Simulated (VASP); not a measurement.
# SiW3 (Fm-3m) in VASP: a series of runs

SiW3 is run at these levels: PBE; tasks: single point, relaxation of cell and atoms.

Program: VASP 6.6.1. These are calculated values, not measurements. Logs are shortened: lines on timing, memory, paths and dates and some standing lists are left out, and cuts for length are marked.

## (1) The cell of the first run

Symmetry: Fm-3m, No. 225, cubic system. Conventional cell: a = 6.246 Å, b = 6.246 Å, c = 6.246 Å, α = 90.00°, β = 90.00°, γ = 90.00°. Si (site symmetry m-3m) has 14 W at 2.70 to 3.12 Å within 3.6 Å. Within 3.6 Å of W (site symmetry -43m) lie 4 Si at 2.70 Å and 10 W at 2.70 to 3.12 Å. Within 3.6 Å of W (site symmetry m-3m) lie 8 W at 2.70 Å and 6 Si at 3.12 Å.

## (2) Single point, PBE

INCAR

```
SYSTEM = SiW3
  PREC = Accurate
  ENCUT = 520
  EDIFF = 1E-6
  ISMEAR = 0
  SIGMA = 0.1
  LREAL = .False.
  LASPH = .True.
  NELM = 100
  ALGO = Fast
  ISIF = 2
  LWAVE = .False.
  LCHARG = .False.
  GGA = PE
  NBANDS = 31
```

KPOINTS

```
Automatic mesh
0
Gamma
  6 6 6
  0 0 0
```

POSCAR

```
SiW3
1.0
    0.0000000000      3.1227600651      3.1227600651
    3.1227600651      0.0000000000      3.1227600651
    3.1227600651      3.1227600651      0.0000000000
Si W
1 3
Direct
    0.0000000000      0.0000000000      0.0000000000
    0.7500000000      0.7500000000      0.7500000000
    0.5000000000      0.5000000000      0.5000000000
    0.2500000000      0.2500000000      0.2500000000
```

Potentials or basis: VASP PAW PBE potentials, release 64 (Si, W_sv).

Command:

```bash
> cat potpaw_PBE.64/Si/POTCAR potpaw_PBE.64/W_sv/POTCAR > POTCAR
> mpirun -np 1 vasp_std > vasp.out
```

OUTCAR:

```text
SYSTEM = SiW3
   PREC = Accurate
   ENCUT = 520
   EDIFF = 1E-6
   ISMEAR = 0
   LREAL = .False.
   LASPH = .True.
   NELM = 100
   ISIF = 2
   GGA = PE

 ion  position               nearest neighbor table
   1  0.000  0.000  0.000-   2 2.70   2 2.70   2 2.70   2 2.70   4 2.70   4 2.70   4 2.70   4 2.70
                             3 3.12   3 3.12   3 3.12   3 3.12   3 3.12   3 3.12
   2  0.750  0.750  0.750-   3 2.70   3 2.70   3 2.70   1 2.70   3 2.70   1 2.70   1 2.70   1 2.70
                             4 3.12   4 3.12   4 3.12   4 3.12   4 3.12   4 3.12
   3  0.500  0.500  0.500-   4 2.70   4 2.70   4 2.70   2 2.70   4 2.70   2 2.70   2 2.70   2 2.70
                             1 3.12   1 3.12   1 3.12   1 3.12   1 3.12   1 3.12
   4  0.250  0.250  0.250-   1 2.70   1 2.70   1 2.70   1 2.70   3 2.70   3 2.70   3 2.70   3 2.70
                             2 3.12   2 3.12   2 3.12   2 3.12   2 3.12   2 3.12

  LATTYP: Found a face centered cubic cell.
 ALAT       =     6.2455201302

  Lattice vectors:

 A1 = (   0.0000000000,   3.1227600651,   3.1227600651)
 A2 = (   3.1227600651,   0.0000000000,   3.1227600651)
 A3 = (   3.1227600651,   3.1227600651,   0.0000000000)

Analysis of symmetry for initial positions (statically):
=====================================================================
 Subroutine PRICEL returns:
 Original cell was already a primitive cell.

 Routine SETGRP: Setting up the symmetry group for a
 face centered cubic supercell.

 Subroutine GETGRP returns: Found 48 space group operations
 (whereof 48 operations were pure point group operations)
 out of a pool of 48 trial point group operations.

The static configuration has the point symmetry O_h .

Analysis of symmetry for dynamics (positions and initial velocities):
=====================================================================
 Subroutine PRICEL returns:
 Original cell was already a primitive cell.

 Routine SETGRP: Setting up the symmetry group for a
 face centered cubic supercell.

 Subroutine GETGRP returns: Found 48 space group operations
 (whereof 48 operations were pure point group operations)
 out of a pool of 48 trial point group operations.

The dynamic configuration has the point symmetry O_h .

 Subroutine INISYM returns: Found 48 space group operations
 (whereof 48 operations are pure point group operations),
 and found     1 'primitive' translations

----------------------------------------------------------------------------------------

                                     Primitive cell

  volume of cell :      60.9040

  direct lattice vectors                    reciprocal lattice vectors
[... 87 lines left out ...]
   NFREE  =      0    steps in history (QN), initial steepest desc. (CG)
   ISIF   =      2    stress and relaxation
   ISYM   =      2    0-nonsym 1-usesym 2-fastsym
   POTIM  = 0.5000    time-step for ionic-motion
   TEBEG  =    0.0;   TEEND  =   0.0 temperature during run
   PSTRESS=    0.0 pullay stress
   NELECT =      46.0000    total number of electrons
   NUPDOWN=      -1.0000    fix difference up-down
   EMIN   =  10.00;   EMAX   =-10.00  energy-range for DOS
   EFERMI =   0.00;   METHOD = LEGACY
   ISMEAR =     0;   SIGMA  =   0.10  broadening in eV -4-tet -1-fermi 0-gaus
   EFERMI_NEDOS =   21; number of points for ismear=-14 and -15
   IALGO  =     68    algorithm
   IMIX   =      4    mixing-type and parameters
     AMIX     =   0.40;   BMIX     =  1.00
     AMIX_MAG =   1.60;   BMIX_MAG =  1.00
  volume/ion in A,a.u.               =      15.23       102.75
  Fermi-wavevector in a.u.,A,eV,Ry     =   1.490890  2.817373 30.242375  2.222752
  Thomas-Fermi vector in A             =   2.603614
   LORBIT       =      0    0 simple, 1 ext, 2 COOP (PROOUT), +10 PAW based schemes
   GGA     = PE    functional components
   LHFCALC =     F    Hartree Fock is set to
   AEXX    =    0.0000 exact exchange contribution
   IVDW    =     0    specifies the selected vdW correction
   LEPSILON=     F    determine dielectric tensor
   LRPA    =     F    only Hartree local field effects (RPA)
 non-spin polarized calculation
 RMM-DIIS sequential band-by-band and
 Gauss-broadening in eV      SIGMA  =   0.10
  energy-cutoff  :      520.00
  volume of cell :       60.90
 maximum number of plane-waves:      1676
 NGX is ok and might be reduce to    36

 number of electron      45.9999999 magnetization

 Free energy of the ion-electron system (eV)
  ---------------------------------------------------
  ext. energy  EPLUGINS =         0.00000000
  ---------------------------------------------------
  free energy    TOTEN  =       -43.53110391 eV

  energy without entropy =      -43.51507344  energy(sigma->0) =      -43.52308868

 E-fermi :  11.1546     XC(G=0): -13.1594

 val. band max:       11.0991495841   @ k =   0.3333   0.1667   0.0000
 cond. band min:      11.1725113037   @ k =   0.3333   0.3333   0.0000
 fundamental gap:      0.0733617197
 Fermi energy:        11.1545512549

 k-point     1 :       0.0000    0.0000    0.0000
  band No.  band energies     occupation
      1     -62.8419      2.00000
      2     -62.3880      2.00000
      3     -62.3780      2.00000
      4     -27.2612      2.00000
      5     -27.2612      2.00000
      6     -27.2612      2.00000
[... 533 lines left out ...]
     30      14.9626      0.00000
     31      15.6958      0.00000

------------------------ aborting loop because EDIFF is reached ----------------------------------------

  FORCE on cell =-STRESS in cart. coord.  units (eV):
  Direction    XX          YY          ZZ          XY          YZ          ZX
  --------------------------------------------------------------------------------------
  -------------------------------------------------------------------------------------
  Total        0.1242823      0.1242823      0.1242823     -0.0000000     -0.0000000      0.0000000
  in kB        3.2694439      3.2694439      3.2694439     -0.0000000     -0.0000000      0.0000000
  external PRESSURE =       3.2694439 kB  Pullay stress =       0.0000000 kB

 VOLUME and BASIS-vectors are now :
 -----------------------------------------------------------------------------
  energy-cutoff  :      520.00
  volume of cell :       60.90
      direct lattice vectors                 reciprocal lattice vectors
     0.000000000  3.122760065  3.122760065    -0.160114767  0.160114767  0.160114767
     3.122760065  0.000000000  3.122760065     0.160114767 -0.160114767  0.160114767
     3.122760065  3.122760065  0.000000000     0.160114767  0.160114767 -0.160114767

 POSITION                                       TOTAL-FORCE (eV/Angst)
 -----------------------------------------------------------------------------------
      0.00000      0.00000      0.00000        -0.000000      0.000000     -0.000000
      4.68414      4.68414      4.68414        -0.000000     -0.000000     -0.000000
      3.12276      3.12276      3.12276        -0.000000      0.000000     -0.000000
      1.56138      1.56138      1.56138         0.000000      0.000000      0.000000
 -----------------------------------------------------------------------------------
    total drift:                                0.000000      0.000000      0.000000

  FREE ENERGIE OF THE ION-ELECTRON SYSTEM (eV)
  ---------------------------------------------------
  free  energy   TOTEN  =       -43.5311039096 eV

  energy  without entropy=      -43.5150734428  energy(sigma->0) =      -43.52308868
```

OSZICAR:

```text
N       E                     dE             d eps       ncg     rms          rms(c)
DAV:   1     0.533987652339E+03    0.53399E+03   -0.26577E+04   992   0.167E+03
DAV:   2    -0.198825439551E+02   -0.55387E+03   -0.53702E+03  1034   0.518E+02
DAV:   3    -0.447819816799E+02   -0.24899E+02   -0.23336E+02  1230   0.105E+02
DAV:   4    -0.453156217675E+02   -0.53364E+00   -0.53035E+00  1140   0.148E+01
DAV:   5    -0.453237370226E+02   -0.81153E-02   -0.81144E-02  1129   0.200E+00    0.360E+01
RMM:   6    -0.437870947521E+02    0.15366E+01   -0.28458E+00  1076   0.986E+00    0.150E+01
RMM:   7    -0.435547102763E+02    0.23238E+00   -0.16063E+00  1180   0.691E+00    0.129E+00
RMM:   8    -0.435373045965E+02    0.17406E-01   -0.16887E-01  1281   0.220E+00    0.855E-01
RMM:   9    -0.435305952270E+02    0.67094E-02   -0.44327E-02  1242   0.105E+00    0.347E-01
RMM:  10    -0.435312377646E+02   -0.64254E-03   -0.13525E-02  1281   0.573E-01    0.258E-01
RMM:  11    -0.435310779727E+02    0.15979E-03   -0.20689E-03  1242   0.304E-01    0.667E-02
RMM:  12    -0.435310976665E+02   -0.19694E-04   -0.62693E-04  1289   0.151E-01    0.404E-02
RMM:  13    -0.435310999823E+02   -0.23158E-05   -0.94836E-05  1324   0.640E-02    0.141E-02
RMM:  14    -0.435311034621E+02   -0.34799E-05   -0.17375E-05  1280   0.306E-02    0.114E-02
RMM:  15    -0.435311039096E+02   -0.44750E-06   -0.34366E-06   884   0.143E-02
   1 F= -.43531104E+02 E0= -.43523089E+02  d E =-.160305E-01
```

stdout:

```text
POSCAR found type information on POSCAR SiW
 POSCAR found :  2 types and       4 ions
 scaLAPACK will be used
 LDA part: xc-table for (Slater+PW92), standard interpolation
 POSCAR, INCAR and KPOINTS ok, starting setup
 FFT: planning ... GRIDC
 FFT: planning ... GRID_SOFT
 FFT: planning ... GRID
 WAVECAR not read
 entering main loop
```

Run time: 40 s. Hardware: 1 thread of Intel Xeon Platinum 8259CL at 2.50GHz (Skylake/Cascade Lake), shared host; peak memory 0.21 GiB.

What came out:

| Property | Result |
| --- | --- |
| Free energy | -43.5311 eV |
| Pressure | 0.3 GPa |
| Band gap on the k mesh | zero (bands 23 and 24 overlap by 2.38 eV) |

Levels at points of the mesh, in eV from the Fermi level:
```tsv
k point	band 19	band 20	band 21	band 22	band 23	band 24	band 25	band 26	band 27	band 28
(0.00, 0.00, 0.00)	-2.00	-2.00	-2.00	0.07	1.87	1.87	1.87	2.96	2.96	3.93
(0.50, 0.00, 0.00)	-2.83	-1.68	-1.68	-1.24	-0.51	-0.51	2.12	2.12	2.60	2.76
(0.50, 0.50, 0.00)	-2.68	-2.68	-2.43	-0.93	0.32	0.32	1.26	2.01	2.40	3.11
```

Caveat: spin-orbit coupling is left out, which moves the levels of the heavy elements.

## (3) Single point, PBE

This run uses another cell than the first one, of 16.75 Å³/atom.

INCAR

```
PREC     = Accurate       # precision mode
ENCUT    = 520            # plane-wave cutoff, eV
EDIFF    = 1E-6           # SCF threshold, eV
ISMEAR   = 0              # smearing method
SIGMA    = 0.1            # smearing width, eV
LREAL    = False          # projectors in reciprocal space
LASPH    = True           # aspherical terms in the spheres
NELM     = 80             # most SCF steps
ALGO     = Normal         # electronic algorithm
ISIF     = 2              # what is computed and relaxed
LWAVE    = False          # write WAVECAR
LCHARG   = False          # write CHGCAR
GGA      = PE             # functional
NBANDS   = 31             # bands
```

KPOINTS

```
Automatic mesh
0
Gamma
  6 6 6
```

POSCAR

```
SiW3
1.0
    0.0000000000      3.2237111700      3.2237111700
    3.2237111700      0.0000000000      3.2237111700
    3.2237111700      3.2237111700      0.0000000000
Si W
1 3
Direct
    0.0000000000      0.0000000000      0.0000000000
    0.7500000000      0.7500000000      0.7500000000
    0.5000000000      0.5000000000      0.5000000000
    0.2500000000      0.2500000000      0.2500000000
```

Potentials or basis: VASP PAW PBE potentials, release 64 (Si, W_sv).

Command:

```bash
> cat potpaw_PBE.64/Si/POTCAR potpaw_PBE.64/W_sv/POTCAR > POTCAR
> mpirun -np 1 vasp_std > vasp.out
```

Wall time 33 s (1 thread of Intel Xeon Platinum 8259CL at 2.50GHz (Skylake/Cascade Lake), shared host); peak memory 0.2 GiB.

The run converged. Its results:

* Free energy: -43.1175 eV
* Pressure: -20.5 GPa
* Band gap on the k mesh: zero (bands 23 and 24 overlap by 2.09 eV)

Levels at points of the mesh, in eV from the Fermi level:
```
           k point  band 19  band 20  band 21  band 22  band 23  band 24  band 25  band 26  band 27  band 28
(0.00, 0.00, 0.00)    -1.86    -1.86    -1.86    -0.50     1.69     1.69     1.69     2.62     2.62     3.43
(0.50, 0.00, 0.00)    -2.53    -1.53    -1.53    -1.24    -0.40    -0.40     1.88     1.88     2.30     2.45
(0.50, 0.50, 0.00)    -2.37    -2.37    -2.07    -0.70     0.18     0.18     1.01     1.78     2.11     2.81
```

Caveat: the cell stands under tension; spin-orbit coupling is left out, which moves the levels of the heavy elements.

## (4) Relaxation of cell and atoms, PBE

This run uses another cell than the first one, of 16.75 Å³/atom.

INCAR

```
SYSTEM = SiW3
  ALGO = Normal
  EDIFF = 1E-6
  EDIFFG = -0.04
  ENCUT = 600
  GGA = PE
  IBRION = 2
  ISIF = 3
  ISMEAR = 0
  LASPH = .True.
  LCHARG = .False.
  LREAL = .False.
  LWAVE = .False.
  NELM = 100
  NSW = 90
  PREC = Accurate
  SIGMA = 0.1
```

KPOINTS

```
k-points
0
Gamma
  6 6 6
  0 0 0
```

POSCAR is that of step 3.

Potentials or basis: VASP PAW PBE potentials, release 64 (Si, W_sv).

Command:

```bash
> cat potpaw_PBE.64/Si/POTCAR potpaw_PBE.64/W_sv/POTCAR > POTCAR
> mpirun -np 1 vasp_std > vasp.out
```

OUTCAR:

```text
SYSTEM = SiW3
   EDIFF = 1E-6
   EDIFFG = -0.04
   ENCUT = 600
   GGA = PE
   IBRION = 2
   ISIF = 3
   ISMEAR = 0
   LASPH = .True.
   LREAL = .False.
   NELM = 100
   NSW = 90
   PREC = Accurate

 ion  position               nearest neighbor table
   1  0.000  0.000  0.000-   2 2.79   4 2.79   2 2.79   2 2.79   2 2.79   4 2.79   4 2.79   4 2.79
                             3 3.22   3 3.22   3 3.22   3 3.22   3 3.22   3 3.22
   2  0.750  0.750  0.750-   1 2.79   3 2.79   3 2.79   3 2.79   3 2.79   1 2.79   1 2.79   1 2.79
                             4 3.22   4 3.22   4 3.22   4 3.22   4 3.22   4 3.22
   3  0.500  0.500  0.500-   2 2.79   4 2.79   4 2.79   4 2.79   4 2.79   2 2.79   2 2.79   2 2.79
                             1 3.22   1 3.22   1 3.22   1 3.22   1 3.22   1 3.22
   4  0.250  0.250  0.250-   1 2.79   3 2.79   1 2.79   1 2.79   1 2.79   3 2.79   3 2.79   3 2.79
                             2 3.22   2 3.22   2 3.22   2 3.22   2 3.22   2 3.22

  LATTYP: Found a face centered cubic cell.
 ALAT       =     6.4474223400

  Lattice vectors:

 A1 = (   0.0000000000,   3.2237111700,   3.2237111700)
 A2 = (   3.2237111700,   0.0000000000,   3.2237111700)
 A3 = (   3.2237111700,   3.2237111700,   0.0000000000)

Analysis of symmetry for initial positions (statically):
=====================================================================
 Subroutine PRICEL returns:
 Original cell was already a primitive cell.

 Routine SETGRP: Setting up the symmetry group for a
 face centered cubic supercell.

 Subroutine GETGRP returns: Found 48 space group operations
 (whereof 48 operations were pure point group operations)
 out of a pool of 48 trial point group operations.

The static configuration has the point symmetry O_h .
[... 148 lines left out ...]

 number of electron      45.9999996 magnetization

 Free energy of the ion-electron system (eV)
  ---------------------------------------------------
  ext. energy  EPLUGINS =         0.00000000
  ---------------------------------------------------
  free energy    TOTEN  =       -43.11805162 eV

  energy without entropy =      -43.10393508  energy(sigma->0) =      -43.11099335

 E-fermi :   9.8800     XC(G=0): -12.6574

 val. band max:        9.8613178900   @ k =   0.3333   0.3333   0.0000
 cond. band min:       9.9680854348   @ k =   0.3333   0.0000   0.0000
 fundamental gap:      0.1067675448
 Fermi energy:         9.8800158905

 k-point     1 :       0.0000    0.0000    0.0000
  band No.  band energies     occupation
      1     -64.2901      2.00000
      2     -63.8778      2.00000
      3     -63.8685      2.00000
      4     -28.5835      2.00000
      5     -28.5835      2.00000
      6     -28.5835      2.00000
[... 620 lines left out ...]
--------------------------------------- Ionic step        5  -------------------------------------------

 number of electron      46.0000000 magnetization

 Free energy of the ion-electron system (eV)
  ---------------------------------------------------
  ext. energy  EPLUGINS =         0.00000000
  ---------------------------------------------------
  free energy    TOTEN  =       -43.53277022 eV

  energy without entropy =      -43.51674146  energy(sigma->0) =      -43.52475584

 E-fermi :  11.1340     XC(G=0): -13.1515

 val. band max:       11.0791396190   @ k =   0.3333   0.1667   0.0000
 cond. band min:      11.1513544647   @ k =   0.3333   0.3333   0.0000
 fundamental gap:      0.0722148457
 Fermi energy:        11.1339961255

 k-point     1 :       0.0000    0.0000    0.0000
  band No.  band energies     occupation
      1     -62.8645      2.00000
      2     -62.4118      2.00000
      3     -62.4018      2.00000
      4     -27.2818      2.00000
      5     -27.2818      2.00000
      6     -27.2818      2.00000
[... 500 lines left out ...]
  FREE ENERGIE OF THE ION-ELECTRON SYSTEM (eV)
  ---------------------------------------------------
  free  energy   TOTEN  =       -43.5327702249 eV

  energy  without entropy=      -43.5167414601  energy(sigma->0) =      -43.52475584

 reached required accuracy - stopping structural energy minimisation
```

Wall time 2.3 min (1 thread of Intel Xeon Platinum 8259CL at 2.50GHz (Skylake/Cascade Lake), shared host); peak memory 0.22 GiB.

Results:

* Free energy: -43.5328 eV
* Relaxed volume: 15.25 Å³/atom
* Relaxed cell: a = 4.418 Å, b = 4.418 Å, c = 4.418 Å, α = 60.00°, β = 60.00°, γ = 60.00°
* Space group after relaxing (to 0.1 Å): Fm-3m (No. 225)
* Pressure after relaxing: 0.0 GPa
* Band gap on the k mesh: zero (bands 23 and 24 overlap by 2.38 eV)

Final structure:
```
CELL_PARAMETERS angstrom
0.00000 3.12429 3.12429
3.12429 0.00000 3.12429
3.12429 3.12429 0.00000
ATOMIC_POSITIONS crystal
Si 0.00000 0.00000 0.00000
W 0.75000 0.75000 0.75000
W 0.50000 0.50000 0.50000
W 0.25000 0.25000 0.25000
```

Levels at points of the mesh, in eV from the Fermi level:
| k point | band 19 | band 20 | band 21 | band 22 | band 23 | band 24 | band 25 | band 26 | band 27 |
| --- | --- | --- | --- | --- | --- | --- | --- | --- | --- |
| (0.00, 0.00, 0.00) | -2.00 | -2.00 | -2.00 | 0.06 | 1.86 | 1.86 | 1.86 | 2.95 | 2.95 |
| (0.50, 0.00, 0.00) | -2.83 | -1.68 | -1.68 | -1.24 | -0.51 | -0.51 | 2.12 | 2.12 | 2.60 |
| (0.50, 0.50, 0.00) | -2.67 | -2.67 | -2.43 | -0.92 | 0.32 | 0.32 | 1.26 | 2.00 | 2.40 |

Caveat: spin-orbit coupling is left out, which moves the levels of the heavy elements.

## (5) Single point, PBE

This run uses another cell than the first one: it holds 8 atoms, not 4.

INCAR

```
PREC = Accurate
ENCUT = 520
EDIFF = 1E-6
ISMEAR = 0
SIGMA = 0.2
LREAL = False
LASPH = True
NELM = 100
ALGO = Fast
ISIF = 2
LWAVE = False
LCHARG = True
GGA = PE
LELF = True
LVHAR = True
NBANDS = 56
```

KPOINTS

```
Automatic mesh
0
Gamma
  6 6 6
```

POSCAR

```
SiW3
1.0
    0.0000000000     -3.1213704271     -3.1213704271
   -3.1213704271      0.0000000000     -3.1213704271
    3.1213704271      3.1213704271     -6.2427408542
Si W
2 6
Direct
    1.0000000000      1.0000000000      0.0000000000
    0.5000000000      0.5000000000      0.5000000000
    0.8750000000      0.8750000000      0.3750000000
    0.3750000000      0.3750000000      0.8750000000
    0.2500000000      0.2500000000      0.2500000000
    0.7500000000      0.7500000000      0.7500000000
    0.6250000000      0.6250000000      0.1250000000
    0.1250000000      0.1250000000      0.6250000000
```

Command:

```bash
> cat potpaw_PBE.64/Si/POTCAR potpaw_PBE.64/W_sv/POTCAR > POTCAR
> mpirun -np 1 vasp_std > vasp.out
```

It took 5.6 min on 1 thread of Intel Xeon Platinum 8259CL at 2.50GHz (Skylake/Cascade Lake), shared host; peak memory 0.35 GiB.

The run converged, but its numbers aren't listed here, since they failed a check.

Caveat: the result breaks the symmetry of the cell; spin-orbit coupling is left out, which moves the levels of the heavy elements.

## (6) Summary

```tsv
task	cell	cutoff (eV)	gap on the mesh (eV)	pressure (GPa)
single point	a = 4.416 Å, angles 60.0°, 4 atoms	520	none	0.3
single point	a = 4.559 Å, angles 60.0°, 4 atoms	520	none	-20.5
relaxation of cell and atoms	relaxed from a = 4.559 Å, angles 60.0°, 4 atoms	600	none	0.0
```

Alike in all rows: level PBE; potentials or basis VASP PAW PBE potentials, release 64 (Si, W_sv); no spin polarisation; k mesh 6 × 6 × 6; smearing gaussian 0.1 eV.

Caveats: spin-orbit coupling is left out, which moves the levels of the heavy elements; the cell stands under tension (at least some runs).

Absolute energies hang on the potentials; compare differences alone.
